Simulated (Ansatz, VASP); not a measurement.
**CdS: VASP beside Ansatz**

```
Cd S
1.0
     4.07389    0.00000    0.00000
    -2.03694    3.52809    0.00000
     0.00000    0.00000    6.63858
Cd S
2 2
Cartesian
  0.0000 2.3521 -0.3054
  2.0369 1.1760 3.0138
  0.0000 2.3521 2.8082
  2.0369 1.1760 6.1275
```

Change from the starting cell: polar distortion scaled by 0.25.

Alike in both runs: task single point; functional LDA; k mesh 9 × 9 × 4; no spin polarisation.

```csv
,VASP,Ansatz
version,VASP 6.6.1,Ansatz 0.2.0
potentials or method,"VASP PAW LDA potentials, release 64 (Cd, S), cutoff 520 eV","scalar-relativistic, plane waves, PAW"
occupations,"gaussian, width 0.01 eV",fixed
valence electrons in the cell,36,52
```

VASP gave:

| Property | Result |
| --- | --- |
| gap on the k mesh at the Fermi level (eV) | 1.31 |
| least direct gap on the mesh (eV) | 1.31 |
| pressure (GPa) | 4.6 |
| traceless stress, the component that is largest in VASP (GPa) | -8.18 |
| rms of the force components (eV/Å) | 0.280 |

Q: Estimate Ansatz's values.

A: gap on the k mesh at the Fermi level (eV): 1.28; least direct gap on the mesh (eV): 1.28; pressure (GPa): 3.9; traceless stress, the component that is largest in VASP (GPa): -7.60; rms of the force components (eV/Å): 0.269.

Ansatz warns that its potentials were made for another functional, while VASP's fit it. LDA's correlation is that of Perdew and Zunger in VASP and of Perdew and Wang (1992) in Ansatz. Atom by atom the forces differ by 0.011 eV/Å (rms over components). VASP's potentials hold 36 valence electrons a cell and Ansatz's 52, so a difference there can come from the potentials and not from the codes.
